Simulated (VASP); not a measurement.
## Si3N4: single point with PBE

Si3N4:

```
CELL_PARAMETERS angstrom
5.17194 -0.00881 0.02467
-0.00972 4.95094 0.04186
0.03395 0.02425 5.93024
ATOMIC_POSITIONS crystal
Si 0.86221 0.73732 0.79734
Si 0.20722 0.23679 0.28979
Si 0.70348 0.40503 0.52138
Si 0.35602 0.73893 0.54168
Si 0.69626 0.23533 0.03475
Si 0.36967 0.73830 0.03909
N 0.18913 0.81988 0.79320
N 0.83378 0.37714 0.79567
N 0.36527 0.38082 0.51407
N 0.87700 0.30868 0.28182
N 0.38984 0.38399 0.06887
N 0.69239 0.76779 0.54935
N 0.67510 0.88612 0.00227
N 0.24998 0.88565 0.28818
```

- Program: VASP 6.6.1
- Task: single point
- Functional: PBE
- Potentials or basis: VASP PAW PBE potentials, release 64 (Si, N)
- Cutoff: 520 eV
- k mesh: 4 × 4 × 3
- Occupations: gaussian, width 0.1 eV
- Spin: no spin polarisation

- Pressure: -0.2 GPa
- Largest force: 0.036 eV/Å
- Band gap on the k mesh: 3.66 eV (least direct gap 3.70 eV)

Forces in eV/Å, atoms in the order of the input:
```
Si   0.008  0.003  0.003
Si  -0.019 -0.018  0.005
Si   0.008 -0.003  0.006
Si   0.004  0.012  0.004
Si   0.003 -0.005  0.014
Si   0.001 -0.003 -0.008
N   -0.007 -0.024  0.002
N   -0.024  0.020 -0.019
N    0.010  0.001 -0.011
N   -0.002 -0.019  0.004
N    0.014  0.013  0.000
N   -0.011  0.004 -0.002
N    0.001  0.001 -0.008
N    0.013  0.017  0.010
```

Levels at points of the mesh, in eV from the valence-band top:
```tsv
k point	band 29	band 30	band 31	band 32	band 33	band 34	band 35	band 36
(0.00, 0.00, 0.00)	-1.31	-1.01	-0.57	-0.03	3.66	4.99	5.25	5.51
(0.50, 0.00, 0.00)	-1.11	-0.85	-0.39	0.00	4.12	4.48	5.02	5.56
(0.00, 0.50, 0.00)	-1.20	-0.80	-0.41	-0.24	3.93	4.80	5.31	5.72
(0.50, 0.50, 0.00)	-1.29	-0.98	-0.56	-0.25	3.86	4.61	4.97	5.04
```

It took 4.6 min on 1 thread of Intel Xeon 8259CL (shared host), peak memory 0.32 GiB.

Caveat: the atoms stand as in a frame of molecular dynamics.
